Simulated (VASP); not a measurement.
Set up this calculation in VASP 6.6.1, as the native input.

- Task: relaxation of cell and atoms
- Functional: PBE
- Potentials or basis: VASP PAW PBE potentials, release 64 (Cd)
- Cutoff: 600 eV
- k mesh: 21 × 21 × 21
- Occupations: gaussian, width 0.1 eV
- Spin: no spin polarisation
- Dipole correction: no
- Further INCAR settings: ALGO = Fast; EDIFF = 1e-06; IBRION = 2; EDIFFG = -0.01; NSW = 100; ISIF = 3

The structure of Cd lies in POSCAR:

```
Cd
1.0
    2.5175590418      1.4535133905      1.0579090708
   -2.5175590418      1.4535133905      1.0579090708
    0.0000000000     -2.9070267809      1.0579090708
Cd
1
Direct
    0.0000000000      0.0000000000      0.0000000000
```

The cell was generated, and may not be a known phase.

The input as run:

INCAR

```
PREC = Accurate
ENCUT = 600
EDIFF = 1E-6
ISMEAR = 0
SIGMA = 0.1
LREAL = False
LASPH = True
NELM = 60
ALGO = Fast
ISIF = 3
LWAVE = False
LCHARG = False
GGA = PE
IBRION = 2
NSW = 100
EDIFFG = -0.01
```

KPOINTS

```
Automatic mesh
0
Gamma
  21 21 21
```

Potentials or basis: VASP PAW PBE potentials, release 64 (Cd).

Run with:

```bash
$ cat potpaw_PBE.64/Cd/POTCAR > POTCAR
$ mpirun -np 1 vasp_std > vasp.out
```

It gave:

```
Relaxed volume                        : 23.79 Å³/atom
Relaxed cell                          : a = 3.033 Å, b = 3.033 Å, c = 3.033 Å, α = 106.10°, β = 106.10°, γ = 106.10°
Space group after relaxing (to 0.1 Å) : R-3m (No. 166)
Energy gained by relaxing             : 3.9 meV/atom
Ionic steps                           : 23
Pressure after relaxing               : 0.0 GPa
Band gap on the k mesh                : zero (bands 6 and 7 overlap by 4.84 eV)
```

Run time: 19 min on 1 thread of AMD EPYC 9R45 96-Core Processor (Zen 5) (shared host), peak memory 0.39 GiB.
